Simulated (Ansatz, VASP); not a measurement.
**KSrCl3 in VASP and in Ansatz**

The input INCAR:

```
PREC = Accurate
ENCUT = 520
EDIFF = 1E-7
ISMEAR = 0
SIGMA = 0.01
LREAL = False
LASPH = True
NELM = 80
ALGO = Normal
ISIF = 2
LWAVE = False
LCHARG = True
GGA = PE
LELF = True
LVHAR = True
NBANDS = 28
```

The input KPOINTS:

```
regular mesh
0
Gamma
  4 4 4
```

Contents of POSCAR:

```
KSrCl3
1.0
    5.6173747186      0.0000000000      0.0000000000
    0.0000000000      5.6173747186      0.0000000000
    0.0000000000      0.0000000000      5.6173747186
K Sr Cl
1 1 3
Direct
    0.0000000000      0.0000000000      0.0000000000
    0.5000000000      0.5000000000      0.5000000000
    0.5000000000      0.5000000000      0.0000000000
    0.5000000000      0.0000000000      0.5000000000
    0.0000000000      0.5000000000      0.5000000000
```

Input for Ansatz:

```yaml
crystal:
  lattice:
    - [5.6173747186, 0.0, 0.0]
    - [0.0, 5.6173747186, 0.0]
    - [0.0, 0.0, 5.6173747186]
  atoms:
    - { symbol: K, position: [0.0, 0.0, 0.0] }
    - { symbol: Sr, position: [0.5, 0.5, 0.5] }
    - { symbol: Cl, position: [0.5, 0.5, 0.0] }
    - { symbol: Cl, position: [0.5, 0.0, 0.5] }
    - { symbol: Cl, position: [0.0, 0.5, 0.5] }
kpoints:
  mp_grid: { grid: [4, 4, 4] }
hamiltonian:
  xc: pbe
scf:
  occupations: { method: fixed }
  n_extra_bands: 5
output:
  forces: true
  stress: true
  eigenvalues: true
```

Alike in both runs: task single point; functional PBE; k mesh 4 × 4 × 4; no spin polarisation.

|  | VASP | Ansatz |
| --- | --- | --- |
| version | VASP 6.6.1 | Ansatz 0.2.0 |
| potentials or method | VASP PAW PBE potentials, release 64 (K_sv, Sr_sv, Cl) | plane waves, PAW |
| plane-wave cutoff (eV) | 520 | 420 |
| occupations | gaussian, width 0.01 eV | fixed |
| valence electrons in the cell | 40 | 40 |

|  | VASP | Ansatz | Ansatz less VASP |
| --- | --- | --- | --- |
| gap on the k mesh at the Fermi level (eV) | 4.50 | 4.50 | -0.001 |
| pressure (GPa) | 0.8 | 0.7 | -0.06 |
